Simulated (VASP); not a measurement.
# Cu2O (pbe) (Pn-3m) in VASP: further runs

The runs below take Cu2O (pbe) through single point, with PBE.

Everything below comes from runs of VASP 6.6.1. Logs are shortened: lines on timing, memory, paths and dates and some standing lists are left out, and cuts for length are marked.

**1. The cell of the first run**

The structure is cubic, space group Pn-3m (No. 224). Conventional cell: a = 4.247 Å, b = 4.247 Å, c = 4.247 Å, α = 90.00°, β = 90.00°, γ = 90.00°. Within 2.4 Å of Cu (site symmetry -3m) lie 2 O at 1.84 Å. Within 2.4 Å of O (site symmetry -43m) lie 4 Cu at 1.84 Å.

**2. Single point, PBE**

Contents of INCAR:

```
SYSTEM = Cu2O
PREC = Accurate
ENCUT = 600
EDIFF = 1E-6
ISMEAR = 0
SIGMA = 0.1
LREAL = .False.
LASPH = .True.
NELM = 120
ALGO = Normal
ISIF = 2
LWAVE = .False.
LCHARG = .False.
GGA = PE
NBANDS = 37
GGA_COMPAT = .False.
```

Contents of KPOINTS:

```
regular mesh
0
Gamma
  4 4 4
  0 0 0
```

Contents of POSCAR:

```
Cu2O
1.0
    4.2466993200      0.0000000000      0.0000000000
    0.0000000000      4.2466993200      0.0000000000
    0.0000000000      0.0000000000      4.2466993200
Cu O
4 2
Direct
    0.2500000000      0.2500000000      0.7500000000
    0.7500000000      0.2500000000      0.2500000000
    0.2500000000      0.7500000000      0.2500000000
    0.7500000000      0.7500000000      0.7500000000
    0.5000000000      0.5000000000      0.5000000000
    0.0000000000      0.0000000000      0.0000000000
```

Potentials or basis: VASP PAW PBE potentials, release 64 (Cu, O).

The run is started by

```bash
cat potpaw_PBE.64/Cu/POTCAR potpaw_PBE.64/O/POTCAR > POTCAR
mpirun -np 1 vasp_std > vasp.out
```

OUTCAR:

```text
SYSTEM = Cu2O
   PREC = Accurate
   ENCUT = 600
   EDIFF = 1E-6
   ISMEAR = 0
   LREAL = .False.
   LASPH = .True.
   NELM = 120
   ISIF = 2
   GGA = PE

 ion  position               nearest neighbor table
   1  0.250  0.250  0.750-   5 1.84   6 1.84
   2  0.750  0.250  0.250-   5 1.84   6 1.84
   3  0.250  0.750  0.250-   5 1.84   6 1.84
   4  0.750  0.750  0.750-   5 1.84   6 1.84
   5  0.500  0.500  0.500-   1 1.84   2 1.84   3 1.84   4 1.84
   6  0.000  0.000  0.000-   1 1.84   2 1.84   3 1.84   4 1.84

  LATTYP: Found a simple cubic cell.
 ALAT       =     4.2466993200

  Lattice vectors:

 A1 = (   4.2466993200,   0.0000000000,   0.0000000000)
 A2 = (   0.0000000000,   4.2466993200,   0.0000000000)
 A3 = (   0.0000000000,   0.0000000000,   4.2466993200)

Analysis of symmetry for initial positions (statically):
=====================================================================
 Subroutine PRICEL returns:
 Original cell was already a primitive cell.

 Routine SETGRP: Setting up the symmetry group for a
 simple cubic supercell.

 Subroutine GETGRP returns: Found 48 space group operations
 (whereof 24 operations were pure point group operations)
 out of a pool of 48 trial point group operations.

The static configuration has the point symmetry T_d .
 The point group associated with its full space group is O_h .

Analysis of symmetry for dynamics (positions and initial velocities):
=====================================================================
 Subroutine PRICEL returns:
 Original cell was already a primitive cell.

 Routine SETGRP: Setting up the symmetry group for a
 simple cubic supercell.

 Subroutine GETGRP returns: Found 48 space group operations
 (whereof 24 operations were pure point group operations)
 out of a pool of 48 trial point group operations.

The dynamic configuration has the point symmetry T_d .
 The point group associated with its full space group is O_h .

 Subroutine INISYM returns: Found 48 space group operations
 (whereof 24 operations are pure point group operations),
 and found     1 'primitive' translations

----------------------------------------------------------------------------------------

                                     Primitive cell

  volume of cell :      76.5869

  direct lattice vectors                    reciprocal lattice vectors
     4.246699320  0.000000000  0.000000000     0.235476996  0.000000000  0.000000000
     0.000000000  4.246699320  0.000000000     0.000000000  0.235476996  0.000000000
     0.000000000  0.000000000  4.246699320     0.000000000  0.000000000  0.235476996

  length of vectors
     4.246699320  4.246699320  4.246699320     0.235476996  0.235476996  0.235476996

  position of ions in fractional coordinates (direct lattice)
     0.250000000  0.250000000  0.750000000
     0.750000000  0.250000000  0.250000000
     0.250000000  0.750000000  0.250000000
     0.750000000  0.750000000  0.750000000
     0.500000000  0.500000000  0.500000000
     0.000000000  0.000000000  0.000000000

  ion indices of the primitive-cell ions
   primitive index   ion index
                 1           1
                 2           2
                 3           3
                 4           4
                 5           5
                 6           6

----------------------------------------------------------------------------------------

 KPOINTS: regular mesh

Automatic generation of k-mesh.
 Grid dimensions read from file:
 generate k-points for:    4    4    4

 Generating k-lattice:

  Cartesian coordinates                     Fractional coordinates (reciprocal lattice)
     0.058869249  0.000000000  0.000000000     0.250000000  0.000000000  0.000000000
     0.000000000  0.058869249  0.000000000     0.000000000  0.250000000  0.000000000
     0.000000000  0.000000000  0.058869249     0.000000000  0.000000000  0.250000000

  Length of vectors
     0.058869249  0.058869249  0.058869249

  Shift w.r.t. Gamma in fractional coordinates (k-lattice)
     0.000000000  0.000000000  0.000000000

 Subroutine IBZKPT returns following result:
 ===========================================

 Found     10 irreducible k-points:

 Following reciprocal coordinates:
            Coordinates               Weight
  0.000000  0.000000  0.000000      1.000000
  0.250000  0.000000  0.000000      6.000000
  0.500000  0.000000  0.000000      3.000000
  0.250000  0.250000  0.000000     12.000000
  0.500000  0.250000  0.000000     12.000000
  0.500000  0.500000  0.000000      3.000000
  0.250000  0.250000  0.250000      8.000000
  0.500000  0.250000  0.250000     12.000000
  0.500000  0.500000  0.250000      6.000000
  0.500000  0.500000  0.500000      1.000000
   k-points           NKPTS =     10   k-points in BZ     NKDIM =     10   number of bands    NBANDS=     37
   number of dos      NEDOS =    301   number of ions     NIONS =      6
   total plane-waves  NPLWV =  46656
   dimension x,y,z NGX =    36 NGY =   36 NGZ =   36
   dimension x,y,z NGXF=    72 NGYF=   72 NGZF=   72
   ions per type =               4   2
   NGX,Y,Z   is equivalent  to a cutoff of  14.09, 14.09, 14.09 a.u.
   NGXF,Y,Z  is equivalent  to a cutoff of  28.19, 28.19, 28.19 a.u.
 SYSTEM =  Cu2O
   PREC   = accura    normal or accurate (medium, high low for compatibility)
   ISTART =      0    job   : 0-new  1-cont  2-samecut
   ICHARG =      2    charge: 1-file 2-atom 10-const
   ISPIN  =      1    spin polarized calculation?
   LNONCOLLINEAR =      F non collinear calculations
   LSORBIT =      F    spin-orbit coupling
   LASPH  =      T    aspherical Exc in radial PAW
   ENCUT  =  600.0 eV  44.10 Ry    6.64 a.u.   8.48  8.48  8.48*2*pi/ulx,y,z
   NELM   =    120;   NELMIN=  2; NELMDL= -5     # of ELM steps
   EDIFF  = 0.1E-05   stopping-criterion for ELM
   LREAL  =      F    real-space projection
   EDIFFG = 0.1E-04   stopping-criterion for IOM
   NSW    =      0    number of steps for IOM
   IBRION =     -1    ionic relax: 0-MD 1-quasi-New 2-CG
   NFREE  =      0    steps in history (QN), initial steepest desc. (CG)
   ISIF   =      2    stress and relaxation
   ISYM   =      2    0-nonsym 1-usesym 2-fastsym
   POTIM  = 0.5000    time-step for ionic-motion
   TEBEG  =    0.0;   TEEND  =   0.0 temperature during run
   PSTRESS=    0.0 pullay stress
   NELECT =      56.0000    total number of electrons
   NUPDOWN=      -1.0000    fix difference up-down
   EMIN   =  10.00;   EMAX   =-10.00  energy-range for DOS
   EFERMI =   0.00;   METHOD = LEGACY
   ISMEAR =     0;   SIGMA  =   0.10  broadening in eV -4-tet -1-fermi 0-gaus
   EFERMI_NEDOS =   21; number of points for ismear=-14 and -15
   IALGO  =     38    algorithm
   IMIX   =      4    mixing-type and parameters
     AMIX     =   0.40;   BMIX     =  1.00
     AMIX_MAG =   1.60;   BMIX_MAG =  1.00
  volume/ion in A,a.u.               =      12.76        86.14
  Fermi-wavevector in a.u.,A,eV,Ry     =   1.474866  2.787093 29.595810  2.175231
  Thomas-Fermi vector in A             =   2.589585
   LORBIT       =      0    0 simple, 1 ext, 2 COOP (PROOUT), +10 PAW based schemes
   GGA     = PE    functional components
   LHFCALC =     F    Hartree Fock is set to
   AEXX    =    0.0000 exact exchange contribution
   IVDW    =     0    specifies the selected vdW correction
   LEPSILON=     F    determine dielectric tensor
   LRPA    =     F    only Hartree local field effects (RPA)
 non-spin polarized calculation
 Gauss-broadening in eV      SIGMA  =   0.10
  energy-cutoff  :      600.00
  volume of cell :       76.59
 maximum number of plane-waves:      2562
 NGX is ok and might be reduce to    36
   NGX = 17   NGY = 17   NGZ = 17

 number of electron      55.9999990 magnetization

 Free energy of the ion-electron system (eV)
  ---------------------------------------------------
  ext. energy  EPLUGINS =         0.00000000
  ---------------------------------------------------
  free energy    TOTEN  =       -27.22493401 eV

  energy without entropy =      -27.22493282  energy(sigma->0) =      -27.22493341

 E-fermi :   5.1759     XC(G=0): -11.0954

 val. band max:        4.8865298041   @ k =   0.0000   0.0000   0.0000
 cond. band min:       5.4466608336   @ k =   0.0000   0.0000   0.0000
 fundamental gap:      0.5601310296
 Fermi energy:         5.1758694035

 k-point     1 :       0.0000    0.0000    0.0000
  band No.  band energies     occupation
      1     -15.3532      2.00000
      2     -14.5966      2.00000
      3      -2.4440      2.00000
      4      -2.4440      2.00000
      5      -2.4440      2.00000
      6      -0.0413      2.00000
[... 29 lines left out ...]
     36      14.2365      0.00000
     37      14.2365      0.00000

 k-point     2 :       0.2500    0.0000    0.0000
  band No.  band energies     occupation
      1     -15.2413      2.00000
      2     -14.7056      2.00000
      3      -2.2831      2.00000
      4      -2.2174      2.00000
      5      -2.2174      2.00000
      6      -0.9042      2.00000
[... 29 lines left out ...]
     36      13.2218      0.00000
     37      13.2218      0.00000

 k-point     3 :       0.5000    0.0000    0.0000
  band No.  band energies     occupation
      1     -14.9719      2.00000
      2     -14.9719      2.00000
      3      -1.8213      2.00000
      4      -1.8213      2.00000
      5      -1.7659      2.00000
      6      -1.7659      2.00000
[... 29 lines left out ...]
     36      12.5844      0.00000
     37      14.2271      0.00000
[... 201 lines left out ...]
 k-point     9 :       0.5000    0.5000    0.2500
  band No.  band energies     occupation
      1     -15.1096      2.00000
      2     -14.7627      2.00000
      3      -2.4586      2.00000
      4      -2.4586      2.00000
      5      -2.0164      2.00000
      6      -0.9894      2.00000
[... 29 lines left out ...]
     36      14.0710      0.00000
     37      16.5715      0.00000

 k-point    10 :       0.5000    0.5000    0.5000
  band No.  band energies     occupation
      1     -15.1696      2.00000
      2     -14.6767      2.00000
      3      -2.3433      2.00000
      4      -2.3433      2.00000
      5      -2.3433      2.00000
      6      -0.8723      2.00000
[... 29 lines left out ...]
     36      12.7052      0.00000
     37      18.8636      0.00000

------------------------ aborting loop because EDIFF is reached ----------------------------------------

  FORCE on cell =-STRESS in cart. coord.  units (eV):
  Direction    XX          YY          ZZ          XY          YZ          ZX
  --------------------------------------------------------------------------------------
  -------------------------------------------------------------------------------------
  Total        2.5992404      2.5992404      2.5992404     -0.0000000      0.0000000      0.0000000
  in kB       54.3754044     54.3754044     54.3754044     -0.0000000      0.0000000      0.0000000
  external PRESSURE =      54.3754044 kB  Pullay stress =       0.0000000 kB

 VOLUME and BASIS-vectors are now :
 -----------------------------------------------------------------------------
  energy-cutoff  :      600.00
  volume of cell :       76.59
      direct lattice vectors                 reciprocal lattice vectors
     4.246699320  0.000000000  0.000000000     0.235476996  0.000000000  0.000000000
     0.000000000  4.246699320  0.000000000     0.000000000  0.235476996  0.000000000
     0.000000000  0.000000000  4.246699320     0.000000000  0.000000000  0.235476996

 POSITION                                       TOTAL-FORCE (eV/Angst)
 -----------------------------------------------------------------------------------
      1.06167      1.06167      3.18502        -0.000000     -0.000000      0.000000
      3.18502      1.06167      1.06167         0.000000     -0.000000     -0.000000
      1.06167      3.18502      1.06167         0.000000     -0.000000      0.000000
      3.18502      3.18502      3.18502        -0.000000      0.000000     -0.000000
      2.12335      2.12335      2.12335        -0.000000      0.000000     -0.000000
      0.00000      0.00000      0.00000        -0.000000      0.000000     -0.000000
 -----------------------------------------------------------------------------------
    total drift:                                0.000000     -0.000000      0.000000

  FREE ENERGIE OF THE ION-ELECTRON SYSTEM (eV)
  ---------------------------------------------------
  free  energy   TOTEN  =       -27.2249340065 eV

  energy  without entropy=      -27.2249328184  energy(sigma->0) =      -27.22493341
```

Run time: 60 s. Hardware: 1 thread of AMD EPYC 7R43 (Zen 3), shared host; peak memory 0.16 GiB.

What came out:

```
Free energy            : -27.2249 eV
Pressure               : 5.4 GPa
Band gap on the k mesh : 0.56 eV, direct
```

As with any semilocal functional, this PBE gap is likely too small.

**3. Single point, PBE**

This run uses another cell than the first one, of 13.24 Å³/atom, 1.037 times its volume.

Contents of INCAR:

```
SYSTEM = Cu2O
PREC = Accurate ; ENCUT = 600
EDIFF = 1E-6 ; ISMEAR = 0
SIGMA = 0.02 ; LREAL = .FALSE.
LASPH = .TRUE. ; NELM = 120
ALGO = Normal ; ISIF = 2
LWAVE = .FALSE. ; LCHARG = .TRUE.
GGA = PE ; LELF = .TRUE.
LVHAR = .TRUE. ; NBANDS = 37
GGA_COMPAT = .FALSE.
```

Contents of KPOINTS:

```
Automatic mesh
0
G
  8 8 8
  0 0 0
```

Edit POSCAR of step 2 so:

```diff
@@ -2,5 +2,5 @@
 1.0
-    4.2466993200      0.0000000000      0.0000000000
-    0.0000000000      4.2466993200      0.0000000000
-    0.0000000000      0.0000000000      4.2466993200
+    4.2989496380      0.0000000000      0.0000000000
+    0.0000000000      4.2989496380      0.0000000000
+    0.0000000000      0.0000000000      4.2989496380
 Cu O
```

Potentials or basis: VASP PAW PBE potentials, release 64 (Cu, O).

The run is started by

```bash
cat potpaw_PBE.64/Cu/POTCAR potpaw_PBE.64/O/POTCAR > POTCAR
mpirun -np 1 vasp_std > vasp.out
```

Wall time 3.9 min (1 thread of AMD EPYC 7R43 (Zen 3), shared host); peak memory 0.22 GiB.

The run converged. Its results:

* Free energy: -27.2924 eV
* Pressure: 0.6 GPa
* Band gap on the k mesh: 0.48 eV, direct

Levels at points of the mesh, in eV from the valence-band top:
```tsv
k point	band 25	band 26	band 27	band 28	band 29	band 30	band 31	band 32
(0.00, 0.00, 0.00)	-1.51	0.00	0.00	0.00	0.48	1.35	1.35	7.79
(0.50, 0.00, 0.00)	-1.15	-1.15	-0.38	-0.38	2.20	2.20	4.25	4.25
(0.50, 0.50, 0.00)	-1.16	-1.16	-0.63	-0.63	1.91	1.91	3.81	3.81
(0.50, 0.50, 0.50)	-0.97	-0.55	-0.55	-0.55	2.51	2.51	2.51	4.80
```

A k mesh can miss the band edges.
